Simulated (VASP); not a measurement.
# N (P1) in VASP: single point with PBEsol

Aim: the single point of N with PBEsol.

Program: VASP 6.6.1. These are calculated values, not measurements. Logs are shortened: lines on timing, memory, paths and dates and some standing lists are left out, and cuts for length are marked.

**1. The cell of the first run**

The typed cell holds 4 atoms: a = 5.849 Å, b = 5.849 Å, c = 5.849 Å, α = 90.00°, β = 90.00°, γ = 90.00°.

**2. Single point, PBEsol, collinear spin, ferromagnetic start**

INCAR

```
PREC = Accurate ; ENCUT = 520
EDIFF = 1E-6 ; ISMEAR = 0
SIGMA = 0.05 ; LREAL = F
LASPH = T ; NELM = 150
ALGO = Normal ; ISIF = 2
LWAVE = F ; LCHARG = F
ISPIN = 2 ; MAGMOM = 3.24 3.24 3.24 3.24
LORBIT = 11 ; GGA = PS
NBANDS = 22
```

KPOINTS

```
regular mesh
0
Gamma
  4 4 4
```

POSCAR

```
N
1.0
    5.8493571874      0.0000000000      0.0000000000
    0.0000000000      5.8493571874      0.0000000000
    0.0000000000      0.0000000000      5.8493571874
N
4
Direct
   -0.0512238011      0.0000638858      0.0000638858
    0.4999361142      0.9999361142      0.5000638858
    0.5000638858      0.4999361142      0.9999361142
    0.9999361142      0.5000638858      0.4999361142
```

Potentials or basis: VASP PAW PBE potentials, release 64 (N).

On the command line:

```sh
> cat potpaw_PBE.64/N/POTCAR > POTCAR
> mpirun -np 1 vasp_std > vasp.out
```

OUTCAR:

```text
PREC = Accurate
   ENCUT = 520
   EDIFF = 1E-6
   ISMEAR = 0
   LREAL = F
   LASPH = T
   NELM = 150
   ISIF = 2
   ISPIN = 2
   LORBIT = 11
   GGA = PS

 ion  position               nearest neighbor table
   1  0.949  0.000  0.000-
   2  0.500  1.000  0.500-
   3  0.500  0.500  1.000-
   4  1.000  0.500  0.500-

  LATTYP: Found a simple cubic cell.
 ALAT       =     5.8493571874

  Lattice vectors:

 A1 = (   5.8493571874,   0.0000000000,   0.0000000000)
 A2 = (   0.0000000000,   5.8493571874,   0.0000000000)
 A3 = (   0.0000000000,   0.0000000000,   5.8493571874)

Analysis of symmetry for initial positions (statically):
=====================================================================
 Subroutine PRICEL returns:
 Original cell was already a primitive cell.

 Routine SETGRP: Setting up the symmetry group for a
 simple cubic supercell.

 Subroutine GETGRP returns: Found  1 space group operations
 (whereof  1 operations were pure point group operations)
 out of a pool of 48 trial point group operations.

The static configuration has the point symmetry C_1 .

Analysis of symmetry for dynamics (positions and initial velocities):
=====================================================================
 Subroutine PRICEL returns:
 Original cell was already a primitive cell.

 Routine SETGRP: Setting up the symmetry group for a
 simple cubic supercell.

 Subroutine GETGRP returns: Found  1 space group operations
 (whereof  1 operations were pure point group operations)
 out of a pool of 48 trial point group operations.

The dynamic configuration has the point symmetry C_1 .

Analysis of structural, dynamic, and magnetic symmetry:
=====================================================================
 Subroutine PRICEL returns:
 Original cell was already a primitive cell.

 Routine SETGRP: Setting up the symmetry group for a
 simple cubic supercell.

 Subroutine GETGRP returns: Found  1 space group operations
 (whereof  1 operations were pure point group operations)
 out of a pool of 48 trial point group operations.

The overall configuration has the point symmetry C_1 .

 Subroutine INISYM returns: Found  1 space group operations
 (whereof  1 operations are pure point group operations),
 and found     1 'primitive' translations
[... 122 lines left out ...]
  Thomas-Fermi vector in A             =   1.858556
   LORBIT       =     11    0 simple, 1 ext, 2 COOP (PROOUT), +10 PAW based schemes
   GGA     = PS    functional components
   LHFCALC =     F    Hartree Fock is set to
   AEXX    =    0.0000 exact exchange contribution
   IVDW    =     0    specifies the selected vdW correction
   LEPSILON=     F    determine dielectric tensor
   LRPA    =     F    only Hartree local field effects (RPA)
 spin polarized calculation
 Gauss-broadening in eV      SIGMA  =   0.05
  energy-cutoff  :      520.00
  volume of cell :      200.14
 maximum number of plane-waves:      5449
 NGX is ok and might be reduce to    48
   NGX = 21   NGY = 21   NGZ = 21

 number of electron      19.9999997 magnetization      11.9994909

 Free energy of the ion-electron system (eV)
  ---------------------------------------------------
  ext. energy  EPLUGINS =         0.00000000
  ---------------------------------------------------
  free energy    TOTEN  =       -12.75852554 eV

  energy without entropy =      -12.75852554  energy(sigma->0) =      -12.75852554

 E-fermi :  -6.1089     XC(G=0):  -4.3449

 val. band max:       -6.3633430431   @ k =   0.0000   0.0000   0.0000
 cond. band min:      -3.0360279590   @ k =   0.5000   0.5000   0.5000
 fundamental gap:      3.3273150841
 Fermi energy:        -6.1089251367

 spin component 1

 k-point     1 :       0.0000    0.0000    0.0000
  band No.  band energies     occupation
      1     -18.1509      1.00000
      2     -18.0345      1.00000
      3     -18.0326      1.00000
      4     -18.0277      1.00000
      5      -6.8609      1.00000
      6      -6.8608      1.00000
[... 589 lines left out ...]
     21       5.2359      0.00000
     22       5.3318      0.00000

 [... further k-points ...]

 spin component 2

 k-point     1 :       0.0000    0.0000    0.0000
  band No.  band energies     occupation
      1     -13.6431      1.00000
      2     -13.4333      1.00000
      3     -13.4305      1.00000
      4     -13.4236      1.00000
      5      -2.8919      0.00000
      6      -2.8919      0.00000
[... 589 lines left out ...]
     21       6.2762      0.00000
     22       6.4244      0.00000

 [... further k-points ...]

------------------------ aborting loop because EDIFF is reached ----------------------------------------

  FORCE on cell =-STRESS in cart. coord.  units (eV):
  Direction    XX          YY          ZZ          XY          YZ          ZX
  --------------------------------------------------------------------------------------
  -------------------------------------------------------------------------------------
  Total        0.0110872      0.0100262      0.0099913     -0.0000265      0.0000002      0.0000067
  in kB        0.0887584      0.0802641      0.0799850     -0.0002123      0.0000014      0.0000536
  external PRESSURE =       0.0830025 kB  Pullay stress =       0.0000000 kB

 VOLUME and BASIS-vectors are now :
 -----------------------------------------------------------------------------
  energy-cutoff  :      520.00
  volume of cell :      200.14
      direct lattice vectors                 reciprocal lattice vectors
     5.849357187  0.000000000  0.000000000     0.170958956  0.000000000  0.000000000
     0.000000000  5.849357187  0.000000000     0.000000000  0.170958956  0.000000000
     0.000000000  0.000000000  5.849357187     0.000000000  0.000000000  0.170958956

 POSITION                                       TOTAL-FORCE (eV/Angst)
 -----------------------------------------------------------------------------------
      5.54973      0.00037      0.00037         0.008965     -0.000012     -0.000005
      2.92430      5.84898      2.92505        -0.004848      0.000006     -0.000006
      2.92505      2.92430      5.84898        -0.004860      0.000012      0.000005
      5.84898      2.92505      2.92430         0.000743     -0.000006      0.000006
 -----------------------------------------------------------------------------------
    total drift:                                0.000023     -0.000001     -0.000004

  FREE ENERGIE OF THE ION-ELECTRON SYSTEM (eV)
  ---------------------------------------------------
  free  energy   TOTEN  =       -12.7585255374 eV

  energy  without entropy=      -12.7585255374  energy(sigma->0) =      -12.75852554

 total charge

# of ion       s       p       d       tot
------------------------------------------
    1        1.360   1.908   0.000   3.268
    2        1.360   1.907   0.000   3.268
    3        1.360   1.907   0.000   3.268
    4        1.360   1.907   0.000   3.268
--------------------------------------------------
tot          5.441   7.630   0.000  13.071

 magnetization (x)

# of ion       s       p       d       tot
------------------------------------------
    1        0.035   1.907   0.000   1.943
    2        0.035   1.907   0.000   1.943
    3        0.035   1.907   0.000   1.943
    4        0.035   1.907   0.000   1.943
--------------------------------------------------
tot          0.141   7.630   0.000   7.771
```

stdout:

```text
POSCAR found type information on POSCAR N
 POSCAR found :  1 types and       4 ions
 scaLAPACK will be used
 -----------------------------------------------------------------------------
|                                                                             |
|                                                                             |
|     You enforced a specific xc type in the INCAR file but a different       |
|     I HOPE YOU KNOW WHAT YOU ARE DOING!                                     |
|                                                                             |
 -----------------------------------------------------------------------------

 LDA part: xc-table for (Slater+PW92), standard interpolation
 POSCAR, INCAR and KPOINTS ok, starting setup
 FFT: planning ... GRIDC
 FFT: planning ... GRID_SOFT
 FFT: planning ... GRID
 WAVECAR not read
 entering main loop
```

Wall time 2.5 min (1 thread of Intel Xeon Platinum 8375C at 2.90GHz (Ice Lake), shared host); peak memory 0.5 GiB.

What came out:

| Item | Value |
| --- | --- |
| Free energy | -12.7585 eV |
| Pressure | 0.0 GPa |
| Largest force | 0.009 eV/Å |
| Band gap on the k mesh | 3.33 eV (least direct gap 3.38 eV) |
| Net moment | 12.00 μB per cell |
| Site moments | N +1.94 μB |
| Valence electrons inside the program's atomic spheres | N 3.27 |

Forces in eV/Å, atoms in the order of the input:
```
N    0.009  0.000  0.000
N   -0.005  0.000  0.000
N   -0.005  0.000  0.000
N    0.001  0.000  0.000
```

Caveat: the PAW data sets were made with another functional, which shifts forces and pressure a little. A k mesh can miss the band edges.
